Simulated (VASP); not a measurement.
# KI (P6_3/mmc) in VASP: further runs

KI is run at these levels: PBE; tasks: single point.

Program: VASP 6.6.1. These are calculated values, not measurements. Logs are shortened: lines on timing, memory, paths and dates and some standing lists are left out, and cuts for length are marked.

### Step 1. The cell of the first run

The structure is hexagonal, space group P6_3/mmc (No. 194). The conventional cell has a = 5.967 Å, b = 5.967 Å, c = 6.972 Å, α = 90.00°, β = 90.00°, γ = 120.00°. K (site symmetry -6m2) has 5 I at 3.44 to 3.49 Å within 4.5 Å. I (site symmetry -6m2) has 5 K at 3.44 to 3.49 Å within 4.5 Å.

### Step 2. Single point, PBE (53.74 Å³/atom)

Input file INCAR:

```
  ALGO = Normal
  EDIFF = 1E-6
  ENCUT = 520
  GGA = PE
  ISIF = 2
  ISMEAR = 0
  LASPH = T
  LCHARG = T
  LELF = T
  LREAL = F
  LVHAR = T
  LWAVE = F
  NBANDS = 24
  NELM = 60
  PREC = Accurate
  SIGMA = 0.01
```

Input file KPOINTS:

```
k-points
0
Gamma
  6 6 4
```

Input file POSCAR:

```
KI
1.0
    5.9667633716      0.0000000000      0.0000000000
   -2.9833816858      5.1673686582      0.0000000000
    0.0000000000      0.0000000000      6.9722114805
K I
2 2
Direct
    0.3333333333      0.6666666667     -0.0625007815
    0.6666666667      0.3333333333      0.4374992185
    0.3333333333      0.6666666667      0.4375007815
    0.6666666667      0.3333333333      0.9375007815
```

Potentials or basis: VASP PAW PBE potentials, release 64 (K_sv, I).

Command:

```bash
$ cat potpaw_PBE.64/K_sv/POTCAR potpaw_PBE.64/I/POTCAR > POTCAR
$ mpirun -np 1 vasp_std > vasp.out
```

OUTCAR:

```text
EDIFF = 1E-6
   ENCUT = 520
   GGA = PE
   ISIF = 2
   ISMEAR = 0
   LASPH = T
   LREAL = F
   NELM = 60
   PREC = Accurate

 ion  position               nearest neighbor table
   1  0.333  0.667  0.937-   4 3.44   4 3.44   4 3.44   3 3.49   3 3.49
   2  0.667  0.333  0.437-   3 3.44   3 3.44   3 3.44   4 3.49   4 3.49
   3  0.333  0.667  0.438-   2 3.44   2 3.44   2 3.44   1 3.49   1 3.49
   4  0.667  0.333  0.938-   1 3.44   1 3.44   1 3.44   2 3.49   2 3.49

  LATTYP: Found a hexagonal cell.
 ALAT       =     5.9667633716
 C/A-ratio  =     1.1685081251

  Lattice vectors:

 A1 = (   5.9667633716,   0.0000000000,   0.0000000000)
 A2 = (  -2.9833816858,   5.1673686582,   0.0000000000)
 A3 = (   0.0000000000,   0.0000000000,   6.9722114805)

Analysis of symmetry for initial positions (statically):
=====================================================================
 Subroutine PRICEL returns:
 Original cell was already a primitive cell.

 Routine SETGRP: Setting up the symmetry group for a
 hexagonal supercell.

 Subroutine GETGRP returns: Found 24 space group operations
 (whereof  6 operations were pure point group operations)
 out of a pool of 24 trial point group operations.

The static configuration has the point symmetry C_3v.
 The point group associated with its full space group is D_6h.

Analysis of symmetry for dynamics (positions and initial velocities):
=====================================================================
 Subroutine PRICEL returns:
 Original cell was already a primitive cell.

 Routine SETGRP: Setting up the symmetry group for a
 hexagonal supercell.

 Subroutine GETGRP returns: Found 24 space group operations
 (whereof  6 operations were pure point group operations)
 out of a pool of 24 trial point group operations.

The dynamic configuration has the point symmetry C_3v.
 The point group associated with its full space group is D_6h.

 Subroutine INISYM returns: Found 24 space group operations
 (whereof  6 operations are pure point group operations),
 and found     1 'primitive' translations

----------------------------------------------------------------------------------------

                                     Primitive cell

  volume of cell :     214.9705

  direct lattice vectors                    reciprocal lattice vectors
     5.966763372  0.000000000  0.000000000     0.167595049  0.096761047  0.000000000
    -2.983381686  5.167368658  0.000000000     0.000000000  0.193522093  0.000000000
     0.000000000  0.000000000  6.972211481     0.000000000  0.000000000  0.143426516

  length of vectors
     5.966763372  5.966763372  6.972211481     0.193522093  0.193522093  0.143426516

  position of ions in fractional coordinates (direct lattice)
     0.333333333  0.666666667  0.937499219
     0.666666667  0.333333333  0.437499219
     0.333333333  0.666666667  0.437500781
     0.666666667  0.333333333  0.937500781

  ion indices of the primitive-cell ions
   primitive index   ion index
                 1           1
                 2           2
                 3           3
                 4           4

----------------------------------------------------------------------------------------

 KPOINTS: k-points

Automatic generation of k-mesh.
 Grid dimensions read from file:
 generate k-points for:    6    6    4

 Generating k-lattice:

  Cartesian coordinates                     Fractional coordinates (reciprocal lattice)
     0.027932508  0.016126841  0.000000000     0.166666667 -0.000000000  0.000000000
     0.000000000  0.032253682  0.000000000     0.000000000  0.166666667  0.000000000
     0.000000000  0.000000000  0.035856629     0.000000000  0.000000000  0.250000000

  Length of vectors
     0.032253682  0.032253682  0.035856629

  Shift w.r.t. Gamma in fractional coordinates (k-lattice)
     0.000000000  0.000000000  0.000000000

 Subroutine IBZKPT returns following result:
 ===========================================

 Found     21 irreducible k-points:

 Following reciprocal coordinates:
            Coordinates               Weight
  0.000000  0.000000  0.000000      1.000000
  0.166667 -0.000000  0.000000      6.000000
  0.333333 -0.000000  0.000000      6.000000
  0.500000  0.000000  0.000000      3.000000
  0.166667  0.166667  0.000000      6.000000
  0.333333  0.166667  0.000000     12.000000
[... 13 lines left out ...]
  0.333333  0.166667  0.500000     12.000000
  0.333333  0.333333  0.500000      2.000000
   k-points           NKPTS =     21   k-points in BZ     NKDIM =     21   number of bands    NBANDS=     24
   number of dos      NEDOS =    301   number of ions     NIONS =      4
   total plane-waves  NPLWV = 124416
   dimension x,y,z NGX =    48 NGY =   48 NGZ =   54
   dimension x,y,z NGXF=    96 NGYF=   96 NGZF=  108
   ions per type =               2   2
   NGX,Y,Z   is equivalent  to a cutoff of  13.37, 13.37, 12.88 a.u.
   NGXF,Y,Z  is equivalent  to a cutoff of  26.75, 26.75, 25.75 a.u.
 SYSTEM =  unknown system
   PREC   = accura    normal or accurate (medium, high low for compatibility)
   ISTART =      0    job   : 0-new  1-cont  2-samecut
   ICHARG =      2    charge: 1-file 2-atom 10-const
   ISPIN  =      1    spin polarized calculation?
   LNONCOLLINEAR =      F non collinear calculations
   LSORBIT =      F    spin-orbit coupling
   LASPH  =      T    aspherical Exc in radial PAW
   ENCUT  =  520.0 eV  38.22 Ry    6.18 a.u.  11.09 11.09 12.96*2*pi/ulx,y,z
   NELM   =     60;   NELMIN=  2; NELMDL= -5     # of ELM steps
   EDIFF  = 0.1E-05   stopping-criterion for ELM
   LREAL  =      F    real-space projection
   EDIFFG = 0.1E-04   stopping-criterion for IOM
   NSW    =      0    number of steps for IOM
   IBRION =     -1    ionic relax: 0-MD 1-quasi-New 2-CG
   NFREE  =      0    steps in history (QN), initial steepest desc. (CG)
   ISIF   =      2    stress and relaxation
   ISYM   =      2    0-nonsym 1-usesym 2-fastsym
   POTIM  = 0.5000    time-step for ionic-motion
   TEBEG  =    0.0;   TEEND  =   0.0 temperature during run
   PSTRESS=    0.0 pullay stress
   NELECT =      32.0000    total number of electrons
   NUPDOWN=      -1.0000    fix difference up-down
   EMIN   =  10.00;   EMAX   =-10.00  energy-range for DOS
   EFERMI =   0.00;   METHOD = LEGACY
   ISMEAR =     0;   SIGMA  =   0.01  broadening in eV -4-tet -1-fermi 0-gaus
   EFERMI_NEDOS =   21; number of points for ismear=-14 and -15
   IALGO  =     38    algorithm
   IMIX   =      4    mixing-type and parameters
     AMIX     =   0.40;   BMIX     =  1.00
     AMIX_MAG =   1.60;   BMIX_MAG =  1.00
  volume/ion in A,a.u.               =      53.74       362.67
  Fermi-wavevector in a.u.,A,eV,Ry     =   0.867625  1.639573 10.242092  0.752773
  Thomas-Fermi vector in A             =   1.986186
   LORBIT       =      0    0 simple, 1 ext, 2 COOP (PROOUT), +10 PAW based schemes
   GGA     = PE    functional components
   LHFCALC =     F    Hartree Fock is set to
   AEXX    =    0.0000 exact exchange contribution
   IVDW    =     0    specifies the selected vdW correction
   LEPSILON=     F    determine dielectric tensor
   LRPA    =     F    only Hartree local field effects (RPA)
 non-spin polarized calculation
 Gauss-broadening in eV      SIGMA  =   0.01
  energy-cutoff  :      520.00
  volume of cell :      214.97
 maximum number of plane-waves:      5823
 NGX is ok and might be reduce to    48
   NGX = 23   NGY = 23   NGZ = 25

 number of electron      31.9999999 magnetization

 Free energy of the ion-electron system (eV)
  ---------------------------------------------------
  ext. energy  EPLUGINS =         0.00000000
  ---------------------------------------------------
  free energy    TOTEN  =       -10.94516943 eV

  energy without entropy =      -10.94516943  energy(sigma->0) =      -10.94516943

 E-fermi :  -1.2589     XC(G=0):  -6.2509

 val. band max:       -1.3295886784   @ k =   0.0000   0.0000   0.0000
 cond. band min:       2.4976136431   @ k =   0.0000   0.0000   0.0000
 fundamental gap:      3.8272023215
 Fermi energy:        -1.2588979105

 k-point     1 :       0.0000    0.0000    0.0000
  band No.  band energies     occupation
      1     -29.9066      2.00000
      2     -29.9038      2.00000
      3     -13.4318      2.00000
      4     -13.4250      2.00000
      5     -13.4250      2.00000
      6     -13.4078      2.00000
[... 16 lines left out ...]
     23       5.7823      0.00000
     24       6.8227      0.00000

 k-point     2 :       0.1667   -0.0000    0.0000
  band No.  band energies     occupation
      1     -29.9064      2.00000
      2     -29.9040      2.00000
      3     -13.4377      2.00000
      4     -13.4291      2.00000
      5     -13.4263      2.00000
      6     -13.4228      2.00000
[... 16 lines left out ...]
     23       6.0062      0.00000
     24       6.2413      0.00000

 k-point     3 :       0.3333   -0.0000    0.0000
  band No.  band energies     occupation
      1     -29.9059      2.00000
      2     -29.9043      2.00000
      3     -13.4627      2.00000
      4     -13.4515      2.00000
      5     -13.4289      2.00000
      6     -13.4222      2.00000
[... 16 lines left out ...]
     23       5.9634      0.00000
     24       6.4057      0.00000
[... 433 lines left out ...]
 k-point    20 :       0.3333    0.1667    0.5000
  band No.  band energies     occupation
      1     -29.9050      2.00000
      2     -29.9050      2.00000
      3     -13.5175      2.00000
      4     -13.5175      2.00000
      5     -13.4201      2.00000
      6     -13.4201      2.00000
[... 16 lines left out ...]
     23       6.2939      0.00000
     24       6.2939      0.00000

 k-point    21 :       0.3333    0.3333    0.5000
  band No.  band energies     occupation
      1     -29.9050      2.00000
      2     -29.9050      2.00000
      3     -13.5236      2.00000
      4     -13.5236      2.00000
      5     -13.4216      2.00000
      6     -13.4216      2.00000
[... 16 lines left out ...]
     23       6.4017      0.00000
     24       6.4017      0.00000

------------------------ aborting loop because EDIFF is reached ----------------------------------------

  FORCE on cell =-STRESS in cart. coord.  units (eV):
  Direction    XX          YY          ZZ          XY          YZ          ZX
  --------------------------------------------------------------------------------------
  -------------------------------------------------------------------------------------
  Total        0.8076342      0.8076342      0.9599870      0.0000000     -0.0000000      0.0000000
  in kB        6.0193064      6.0193064      7.1547940      0.0000000     -0.0000000      0.0000000
  external PRESSURE =       6.3978023 kB  Pullay stress =       0.0000000 kB

 VOLUME and BASIS-vectors are now :
 -----------------------------------------------------------------------------
  energy-cutoff  :      520.00
  volume of cell :      214.97
      direct lattice vectors                 reciprocal lattice vectors
     5.966763372  0.000000000  0.000000000     0.167595049  0.096761047  0.000000000
    -2.983381686  5.167368658  0.000000000     0.000000000  0.193522093  0.000000000
     0.000000000  0.000000000  6.972211481     0.000000000  0.000000000  0.143426516

 POSITION                                       TOTAL-FORCE (eV/Angst)
 -----------------------------------------------------------------------------------
     -0.00000      3.44491      6.53644         0.000000      0.000000      0.000000
      2.98338      1.72246      3.05034        -0.000000      0.000000      0.000000
     -0.00000      3.44491      3.05035        -0.000000     -0.000000     -0.000000
      2.98338      1.72246      6.53645         0.000000      0.000000     -0.000000
 -----------------------------------------------------------------------------------
    total drift:                               -0.000000      0.000000     -0.011356

  FREE ENERGIE OF THE ION-ELECTRON SYSTEM (eV)
  ---------------------------------------------------
  free  energy   TOTEN  =       -10.9451694286 eV

  energy  without entropy=      -10.9451694286  energy(sigma->0) =      -10.94516943
```

Wall time 1.9 min (1 thread of Oxide Virtual Turin-like, shared host); peak memory 0.35 GiB.

What came out:

```
Free energy            : -10.9452 eV
Pressure               : 0.6 GPa
Band gap on the k mesh : 3.83 eV
```

Caveat: the structure was generated, so it needn't be the stable form of KI; spin-orbit coupling is left out, which moves the levels of the heavy elements.

### Step 3. Single point, PBE (55.46 Å³/atom)

This run uses another cell than the first one, of 55.46 Å³/atom.

Input file INCAR:

```
SYSTEM = KI
PREC     = Accurate       ! precision mode
ENCUT    = 520            ! plane-wave cutoff, eV
EDIFF    = 1E-7           ! SCF threshold, eV
ISMEAR   = 0              ! smearing method
SIGMA    = 0.01           ! smearing width, eV
LREAL    = .FALSE.        ! projectors in reciprocal space
LASPH    = .TRUE.         ! aspherical terms in the spheres
NELM     = 100            ! most SCF steps
ALGO     = Normal         ! electronic algorithm
ISIF     = 2              ! what is computed and relaxed
LWAVE    = .FALSE.        ! write WAVECAR
LCHARG   = .FALSE.        ! write CHGCAR
GGA      = PE             ! functional
NBANDS   = 24             ! bands
```

Input file KPOINTS:

```
regular mesh
0
G
  6 6 4
  0 0 0
```

Input file POSCAR:

```
KI
1.0
    6.0295760230      0.0000000000      0.0000000000
   -3.0147880115      5.2217660099      0.0000000000
    0.0000000000      0.0000000000      7.0456085740
K I
2 2
Direct
    0.3333333333      0.6666666667     -0.0625007815
    0.6666666667      0.3333333333      0.4374992185
    0.3333333333      0.6666666667      0.4375007815
    0.6666666667      0.3333333333      0.9375007815
```

Potentials or basis: VASP PAW PBE potentials, release 64 (K_sv, I).

Command:

```bash
$ cat potpaw_PBE.64/K_sv/POTCAR potpaw_PBE.64/I/POTCAR > POTCAR
$ mpirun -np 1 vasp_std > vasp.out
```

It took 2.7 min on 1 thread of Oxide Virtual Turin-like, shared host; peak memory 0.35 GiB.

Results (log left out):

```
Free energy            : -10.9648 eV
Pressure               : 0.3 GPa
Band gap on the k mesh : 3.79 eV
```

Levels at points of the mesh, in eV from the valence-band top:
| k point | band 13 | band 14 | band 15 | band 16 | band 17 | band 18 | band 19 | band 20 |
| --- | --- | --- | --- | --- | --- | --- | --- | --- |
| (0.00, 0.00, 0.00) | -0.54 | -0.29 | -0.29 | 0.00 | 3.79 | 5.78 | 6.35 | 6.35 |
| (0.50, 0.00, 0.00) | -0.57 | -0.51 | -0.31 | -0.16 | 5.34 | 5.60 | 5.84 | 5.84 |
| (0.00, 0.00, 0.50) | -0.43 | -0.43 | -0.43 | -0.43 | 4.94 | 4.94 | 6.96 | 6.96 |
| (0.50, 0.00, 0.50) | -0.41 | -0.41 | -0.27 | -0.27 | 5.45 | 5.45 | 7.10 | 7.10 |

Caveat: the structure was generated, so it needn't be the stable form of KI; spin-orbit coupling is left out, which moves the levels of the heavy elements. A k mesh can miss the band edges.

### Step 4. Single point, PBE

This run uses another cell than the first one, of 55.59 Å³/atom.

Input file INCAR:

```
PREC     = Accurate       # precision mode
ENCUT    = 520            # plane-wave cutoff, eV
EDIFF    = 1E-6           # SCF threshold, eV
ISMEAR   = 0              # smearing method
SIGMA    = 0.01           # smearing width, eV
LREAL    = F              # projectors in reciprocal space
LASPH    = T              # aspherical terms in the spheres
NELM     = 60             # most SCF steps
ALGO     = Normal         # electronic algorithm
ISIF     = 2              # what is computed and relaxed
LWAVE    = F              # write WAVECAR
LCHARG   = F              # write CHGCAR
GGA      = PE             # functional
NBANDS   = 24             # bands
```

Input file KPOINTS:

```
Automatic mesh
0
Gamma
  6 6 4
```

Input file POSCAR:

```
KI
1.0
    6.0394507398      0.0000000000      0.0000000000
   -3.0197253699      5.2303177656      0.0000000000
    0.0000000000      0.0000000000      7.0391244287
K I
2 2
Direct
    0.3333333333      0.6666666667     -0.0625000000
    0.6666666667      0.3333333333      0.4375000000
    0.3333333333      0.6666666667      0.4375000000
    0.6666666667      0.3333333333      0.9375000000
```

Command:

```bash
$ cat potpaw_PBE.64/K_sv/POTCAR potpaw_PBE.64/I/POTCAR > POTCAR
$ mpirun -np 1 vasp_std > vasp.out
```

Wall time 2.8 min (1 thread of Oxide Virtual Turin-like, shared host); peak memory 0.34 GiB.

Results (log left out):

```yaml
Free_energy: -10.9656 eV
Pressure: 0.3 GPa
Band_gap_on_the_k_mesh: 3.79 eV
```

Stress tensor (GPa, compression positive):
```
0.24 0.00 0.00
0.00 0.24 0.00
0.00 0.00 0.34
```

Levels at points of the mesh, in eV from the valence-band top:
| k point | band 14 | band 15 | band 16 | band 17 | band 18 | band 19 |
| --- | --- | --- | --- | --- | --- | --- |
| (0.00, 0.00, 0.00) | -0.29 | -0.29 | 0.00 | 3.79 | 5.78 | 6.35 |
| (0.50, 0.00, 0.00) | -0.51 | -0.30 | -0.16 | 5.34 | 5.60 | 5.84 |
| (0.00, 0.00, 0.50) | -0.43 | -0.43 | -0.43 | 4.94 | 4.94 | 6.95 |
| (0.50, 0.00, 0.50) | -0.41 | -0.27 | -0.27 | 5.45 | 5.45 | 7.09 |

Caveat: the structure was generated, so it needn't be the stable form of KI; spin-orbit coupling is left out, which moves the levels of the heavy elements.

### Step 5. Overview

```tsv
cell	gap on the mesh (eV)	pressure (GPa)
a = 5.967, b = 5.967, c = 6.972 Å, angles 90.0, 90.0, 120.0°, 4 atoms	3.83	0.6
a = 6.030, b = 6.030, c = 7.046 Å, angles 90.0, 90.0, 120.0°, 4 atoms	3.79	0.3
a = 6.039, b = 6.039, c = 7.039 Å, angles 90.0, 90.0, 120.0°, 4 atoms	3.79	0.3
```

Alike in all rows: task single point; level PBE; potentials or basis VASP PAW PBE potentials, release 64 (K_sv, I); no spin polarisation; k mesh 6 × 6 × 4; cutoff (eV) 520; smearing gaussian 0.01 eV.

Caveats: the structure was generated, so it needn't be the stable form of KI; spin-orbit coupling is left out, which moves the levels of the heavy elements.

Absolute energies hang on the potentials; compare differences alone.
